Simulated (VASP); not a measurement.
A run of VASP 6.6.1 is set up as follows.

Contents of INCAR:

```
PREC = Accurate
ENCUT = 600
EDIFF = 1E-6
ISMEAR = -1
SIGMA = 0.01
LREAL = F
LASPH = T
NELM = 120
ALGO = Normal
ISIF = 2
LWAVE = F
LCHARG = F
GGA = CA
NBANDS = 27
GGA_COMPAT = F
```

Contents of KPOINTS:

```
Automatic mesh
0
Gamma
  5 5 5
```

POSCAR

```
KTaO3
1.0
    4.0407836503      0.0000000000      0.0000000000
    0.0000000000      4.0407836503      0.0000000000
    0.0000000000      0.0000000000      4.0407836503
K Ta O
1 1 3
Direct
    0.5000000000      0.5000000000      0.5000000000
    0.0000000000      0.0000000000      0.0000000000
    0.5000000000      0.0000000000      0.0000000000
    0.0000000000      0.5000000000      0.0000000000
    0.0000000000      0.0000000000      0.5000000000
```

Potentials or basis: VASP PAW LDA potentials, release 64 (K_sv, Ta_pv, O).

The run is started by

```sh
$ cat potpaw_LDA.64/K_sv/POTCAR potpaw_LDA.64/Ta_pv/POTCAR potpaw_LDA.64/O/POTCAR > POTCAR
$ mpirun -np 1 vasp_std > vasp.out
```

Q: Estimate the band gap on the k mesh.

A: 2.05 eV, indirect (least direct gap 2.58 eV).

Q: Predict the pressure.

A: -11.7 GPa.

Caveat: spin-orbit coupling is left out, which moves the levels of the heavy elements. A k mesh can miss the band edges.
